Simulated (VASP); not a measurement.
# Si10H5Cl in VASP: notebook, part 3 of 4

VASP 6.6.1.

## Step 5: Single point, PBEsol

INCAR reads:

```
SYSTEM = Si10H5Cl
  PREC = Accurate
  ENCUT = 520
  EDIFF = 1E-7
  ISMEAR = -1
  SIGMA = 0.02
  LREAL = Auto
  LASPH = .TRUE.
  NELM = 60
  ALGO = Normal
  ISIF = 2
  LWAVE = .FALSE.
  LCHARG = .FALSE.
  GGA = PS
  NBANDS = 74
```

KPOINTS reads:

```
Automatic mesh
0
G
  2 2 1
  0 0 0
```

POSCAR reads:

```
Si10H5Cl
1.0
    7.6791800000      0.0000000000      0.0000000000
    0.0000000000      7.6791800000      0.0000000000
    0.0000000000      0.0000000000     20.2543620000
H Si Cl
10 20 2
Direct
    0.4093920184      0.0000000000      0.0493720809
    0.0906079816      0.0000000000      0.0493720809
    0.9093920184      0.0000000000      0.0493720809
    0.5906079816      0.0000000000      0.0493720809
    0.4093920184      0.5000000000      0.0493720809
    0.0906079816      0.5000000000      0.0493720809
    0.9093920184      0.5000000000      0.0493720809
    0.5906079816      0.5000000000      0.0493720809
    0.2491608479      0.4651161973      0.4225681856
    0.7501356916      0.4531029355      0.4227944084
    0.2500000000      0.0000000000      0.0921036170
    0.7500000000      0.0000000000      0.0921036170
    0.2500000000      0.5000000000      0.0921036170
    0.7500000000      0.5000000000      0.0921036170
    0.2517678971      0.2489871314      0.1564090244
    0.7516365029      0.2504811712      0.1551768454
    0.2492491386      0.7500865978      0.1604158650
    0.7494878359      0.7506574921      0.1610184512
   -0.0009606494      0.2561147154      0.2206447678
    0.5045597316      0.2559684758      0.2210247353
    0.0000700596      0.7508800419      0.2293474857
    0.4983132314      0.7505147685      0.2292285978
    0.0094279598      0.0100052349      0.2921185570
    0.4849582898      0.0086492308      0.2924693456
    0.0045003503      0.4939151055      0.2929462305
    0.4936230170      0.4940563966      0.2931772425
    0.2476842580      0.0857889775      0.3617085544
    0.7467707490      0.1178741741      0.3247898897
    0.2486482932      0.4019404416      0.3527123688
    0.7490129154      0.4201607463      0.3497314801
    0.2536819035      0.1085830779      0.4658796954
    0.2472814806     -0.2147591279      0.3779535490
```

Potentials or basis: VASP PAW PBE potentials, release 64 (H, Si, Cl).

Started as:

```sh
$ cat potpaw_PBE.64/H/POTCAR potpaw_PBE.64/Si/POTCAR potpaw_PBE.64/Cl/POTCAR > POTCAR
$ mpirun -np 1 vasp_std > vasp.out
```

OUTCAR:

```text
SYSTEM = Si10H5Cl
   PREC = Accurate
   ENCUT = 520
   EDIFF = 1E-7
   ISMEAR = -1
   LREAL = Auto
   LASPH = .TRUE.
   NELM = 60
   ISIF = 2
   GGA = PS

 ion  position               nearest neighbor table
   1  0.409  0.000  0.049-  11 1.50
   2  0.091  0.000  0.049-  11 1.50
   3  0.909  0.000  0.049-  12 1.50
   4  0.591  0.000  0.049-  12 1.50
   5  0.409  0.500  0.049-  13 1.50
   6  0.091  0.500  0.049-  13 1.50
   7  0.909  0.500  0.049-  14 1.50
   8  0.591  0.500  0.049-  14 1.50
   9  0.249  0.465  0.423-  29 1.50
  10  0.750  0.453  0.423-  30 1.50
  11  0.250  0.000  0.092-   1 1.50   2 1.50  15 2.31  17 2.37
  12  0.750  0.000  0.092-   3 1.50   4 1.50  16 2.31  18 2.37
  13  0.250  0.500  0.092-   5 1.50   6 1.50  15 2.33  17 2.37
  14  0.750  0.500  0.092-   7 1.50   8 1.50  16 2.30  18 2.38
  15  0.252  0.249  0.156-  11 2.31  13 2.33  19 2.34  20 2.34
  16  0.752  0.250  0.155-  14 2.30  12 2.31  19 2.32  20 2.32
  17  0.249  0.750  0.160-  11 2.37  22 2.37  13 2.37  21 2.37
  18  0.749  0.751  0.161-  12 2.37  21 2.37  22 2.37  14 2.38
  19  0.999  0.256  0.221-  16 2.32  15 2.34  25 2.34  23 2.38  28 3.05
  20  0.505  0.256  0.221-  16 2.32  15 2.34  26 2.34  24 2.39  28 3.00
  21  0.000  0.751  0.229-  25 2.36  23 2.36  17 2.37  18 2.37
  22  0.498  0.751  0.229-  26 2.36  24 2.36  17 2.37  18 2.37
  23  0.009  0.010  0.292-  28 2.28  21 2.36  27 2.38  19 2.38
  24  0.485  0.009  0.292-  28 2.27  22 2.36  27 2.37  20 2.39
  25  0.005  0.494  0.293-  29 2.34  19 2.34  30 2.34  21 2.36
  26  0.494  0.494  0.293-  30 2.34  20 2.34  29 2.34  22 2.36
  27  0.248  0.086  0.362-  31 2.12  32 2.33  24 2.37  23 2.38  29 2.43
  28  0.747  0.118  0.325-  24 2.27  23 2.28  30 2.38  20 3.00  19 3.05
  29  0.249  0.402  0.353-   9 1.50  25 2.34  26 2.34  27 2.43
  30  0.749  0.420  0.350-  10 1.50  26 2.34  25 2.34  28 2.38
  31  0.254  0.109  0.466-  27 2.12
  32  0.247  0.785  0.378-  27 2.33

  LATTYP: Found a simple tetragonal cell.
 ALAT       =     7.6791800000
 C/A-ratio  =     2.6375683341

  Lattice vectors:

[... 193 lines left out ...]
   LORBIT       =      0    0 simple, 1 ext, 2 COOP (PROOUT), +10 PAW based schemes
   GGA     = PS    functional components
   LHFCALC =     F    Hartree Fock is set to
   AEXX    =    0.0000 exact exchange contribution
   IVDW    =     0    specifies the selected vdW correction
   LEPSILON=     F    determine dielectric tensor
   LRPA    =     F    only Hartree local field effects (RPA)
 non-spin polarized calculation
  energy-cutoff  :      520.00
  volume of cell :     1194.40
 maximum number of plane-waves:     32216
 NGX is ok and might be reduce to    60
   NGX = 29   NGY = 29   NGZ = 75

 number of electron     104.0000004 magnetization

 Free energy of the ion-electron system (eV)
  ---------------------------------------------------
  ext. energy  EPLUGINS =         0.00000000
  ---------------------------------------------------
  free energy    TOTEN  =      -148.68449408 eV

  energy without entropy =     -148.68448514  energy(sigma->0) =     -148.68448961

 E-fermi :  -0.9343     XC(G=0):  -4.4511

 val. band max:       -1.1367244552   @ k =   0.5000   0.5000   0.0000
 cond. band min:      -0.7318468346   @ k =   0.0000   0.0000   0.0000
 fundamental gap:      0.4048776206
 Fermi energy:        -0.9342851725

 k-point     1 :       0.0000    0.0000    0.0000
  band No.  band energies     occupation
      1     -16.5615      2.00000
      2     -15.7829      2.00000
      3     -12.6236      2.00000
      4     -11.4697      2.00000
      5     -10.7808      2.00000
      6     -10.6880      2.00000
[... 257 lines left out ...]
     63       2.3451      0.00000
     64       2.4674      0.00000
 [bands above 64 left out]

------------------------ aborting loop because EDIFF is reached ----------------------------------------

  FORCE on cell =-STRESS in cart. coord.  units (eV):
  Direction    XX          YY          ZZ          XY          YZ          ZX
  --------------------------------------------------------------------------------------
  -------------------------------------------------------------------------------------
  Total       14.8591213      4.0787919      0.3257810      0.1008676     -0.0299165     -0.0026014
  in kB       19.9322097      5.4713420      0.4370066      0.1353050     -0.0401304     -0.0034895
  external PRESSURE =       8.6135194 kB  Pullay stress =       0.0000000 kB

 VOLUME and BASIS-vectors are now :
 -----------------------------------------------------------------------------
  energy-cutoff  :      520.00
  volume of cell :     1194.40
      direct lattice vectors                 reciprocal lattice vectors
     7.679180000  0.000000000  0.000000000     0.130222237  0.000000000  0.000000000
     0.000000000  7.679180000  0.000000000     0.000000000  0.130222237  0.000000000
     0.000000000  0.000000000 20.254362000     0.000000000  0.000000000  0.049372081

 POSITION                                       TOTAL-FORCE (eV/Angst)
 -----------------------------------------------------------------------------------
      3.14379      0.00000      1.00000        -0.483503     -0.059464     -0.043911
      0.69580      0.00000      1.00000         0.476580     -0.037612     -0.037529
      6.98338      0.00000      1.00000        -0.481948     -0.069501     -0.042270
      4.53539      0.00000      1.00000         0.482347     -0.055910     -0.039806
      3.14379      3.83959      1.00000        -0.474267      0.054181     -0.050520
      0.69580      3.83959      1.00000         0.465460      0.023439     -0.042496
[... 24 lines left out ...]
      1.94807      0.83383      9.43610        -0.006068     -0.006260     -0.023918
      1.89892      6.03001      7.65521         0.002393      0.004242      0.005008
 -----------------------------------------------------------------------------------
    total drift:                               -0.000451      0.001689     -0.032437

  FREE ENERGIE OF THE ION-ELECTRON SYSTEM (eV)
  ---------------------------------------------------
  free  energy   TOTEN  =      -148.6844940845 eV

  energy  without entropy=     -148.6844851444  energy(sigma->0) =     -148.68448961
```

OSZICAR:

```text
N       E                     dE             d eps       ncg     rms          rms(c)
DAV:   1     0.534347998483E+03    0.53435E+03   -0.34790E+04   592   0.105E+03
DAV:   2    -0.781626476667E+02   -0.61251E+03   -0.58691E+03   814   0.193E+02
DAV:   3    -0.150989933544E+03   -0.72827E+02   -0.71081E+02   720   0.635E+01
[... 23 lines left out ...]
DAV:  27    -0.148684493234E+03   -0.17439E-05   -0.60493E-08   568   0.555E-04    0.321E-04
DAV:  28    -0.148684493783E+03   -0.54883E-06   -0.18086E-08   528   0.372E-04    0.321E-04
DAV:  29    -0.148684493921E+03   -0.13820E-06    0.23612E-10   488   0.214E-04    0.234E-04
DAV:  30    -0.148684494059E+03   -0.13826E-06   -0.43258E-10   504   0.166E-04    0.537E-05
DAV:  31    -0.148684494084E+03   -0.25061E-07    0.46091E-09   480   0.115E-04
   1 F= -.14868449E+03 E0= -.14868449E+03  d E =-.894004E-05
```

Run time: 14 min. Hardware: 1 thread of AMD EPYC 9R45 (Zen 5), shared host; peak memory 1.1 GiB.

Results:

```yaml
Free_energy: -148.6845 eV
Largest_force: 0.489 eV/Å
Band_gap_on_the_k_mesh: 0.40 eV, indirect (least direct gap 0.79 eV)
```

Forces on the atoms (eV/Å):
```
H   -0.484 -0.059 -0.044
H    0.477 -0.038 -0.038
H   -0.482 -0.070 -0.042
H    0.482 -0.056 -0.040
H   -0.474  0.054 -0.051
H    0.465  0.023 -0.042
H   -0.477  0.096 -0.049
H    0.479  0.079 -0.046
H    0.001  0.003  0.011
H    0.000  0.002  0.010
Si   0.011 -0.259  0.059
Si  -0.008 -0.288  0.055
Si   0.021  0.200  0.153
Si  -0.010  0.320  0.027
Si   0.003 -0.001  0.005
Si  -0.002 -0.001 -0.002
Si   0.001 -0.001 -0.002
Si   0.000  0.000 -0.001
Si  -0.004 -0.002  0.000
Si  -0.001 -0.004 -0.001
Si  -0.001 -0.001  0.000
Si   0.001  0.000  0.002
Si   0.006 -0.003  0.004
Si   0.002 -0.003  0.000
Si   0.002  0.003  0.004
Si  -0.001  0.005  0.002
Si  -0.003 -0.008  0.034
Si  -0.003  0.002  0.003
Si   0.001  0.000  0.003
Si   0.000  0.007  0.005
Cl  -0.006 -0.006 -0.024
Cl   0.002  0.004  0.005
```

Caveat: the PAW data sets were made with another functional, which shifts forces and pressure a little.

(Part 3 of 4 ends here.)
